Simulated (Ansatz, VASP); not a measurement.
**PbS: VASP beside Ansatz**

```
CELL_PARAMETERS angstrom
-2.96713 -2.96713 0.00000
2.96713 -2.96713 0.00000
0.00000 0.00000 12.11853
ATOMIC_POSITIONS crystal
Pb 0.50000 0.50000 0.12242
Pb 0.00000 0.00000 0.36726
Pb 0.50000 0.50000 0.61211
Pb 0.00000 0.00000 0.85695
S 0.00000 0.00000 0.12242
S 0.50000 0.50000 0.36726
S 0.00000 0.00000 0.61211
S 0.50000 0.50000 0.85695
```

Alike in both runs: task single point; functional PBE; dispersion D3(BJ); k mesh 8 × 8 × 3; occupations gaussian, width 0.03 eV; no spin polarisation.

```csv
,VASP,Ansatz
version,VASP 6.6.1,Ansatz 0.2.0
potentials or method,"VASP PAW PBE potentials, release 64 (Pb_d, S), cutoff 520 eV","scalar-relativistic, plane waves, PAW"
valence electrons in the cell,80,80
```

```tsv
	VASP	Ansatz	Ansatz less VASP
gap on the k mesh at the Fermi level (eV)	0.47	0.47	-0.006
least direct gap on the mesh (eV)	0.47	0.47	-0.006
pressure (GPa)	-0.9	-0.9	+0.07
traceless stress, the component that is largest in VASP (GPa)	-1.22	-1.22	+0.002
rms of the force components (eV/Å)	0.083	0.082	-0.0001
```

Atom by atom the forces differ by 0.000 eV/Å (rms over components).

Neither program's run includes spin-orbit coupling.
